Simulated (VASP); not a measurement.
A run of VASP 6.6.1 is set up as follows.

File INCAR:

```
PREC = Accurate ; ENCUT = 520
EDIFF = 1E-7 ; ISMEAR = 0
SIGMA = 0.1 ; LREAL = F
LASPH = T ; NELM = 100
ALGO = Normal ; ISIF = 2
LWAVE = F ; LCHARG = F
GGA = PE ; NBANDS = 30
```

KPOINTS

```
Automatic mesh
0
Gamma
  6 6 2
```

File POSCAR:

```
La2SbAs3
1.0
    4.7233823993      0.0000000000      0.0000000000
   -2.3616911996      4.0905691496      0.0000000000
    0.0000000000      0.0000000000      8.1323846502
La Sb As
2 1 3
Direct
    0.6666666667      0.3333333333      0.2585134923
    0.6666666667      0.3333333333      0.7414865077
    0.0000000000      0.0000000000      0.0000000000
    0.0000000000      0.0000000000      0.5000000000
    0.3333333333      0.6666666667      0.0000000000
    0.3333333333      0.6666666667      0.5000000000
```

Potentials or basis: VASP PAW PBE potentials, release 64 (La, Sb, As).

Run with:

```console
$ cat potpaw_PBE.64/La/POTCAR potpaw_PBE.64/Sb/POTCAR potpaw_PBE.64/As/POTCAR > POTCAR
$ mpirun -np 1 vasp_std > vasp.out
```

Task: Predict the pressure.

Result: -0.1 GPa.

Task: Predict the band gap on the k mesh.

Result: Zero (bands 21 and 22 overlap by 2.19 eV).

Task: Predict the largest force.

Result: 0.024 eV/Å.

Stress tensor (GPa, compression positive):
```
 0.02  0.00  0.00
 0.00  0.02  0.00
 0.00  0.00 -0.25
```

Caveat: the k points lie up to 0.39 Å⁻¹ apart, too coarse for converged energies and pressures of a metal; spin-orbit coupling is left out, which moves the levels of the heavy elements.
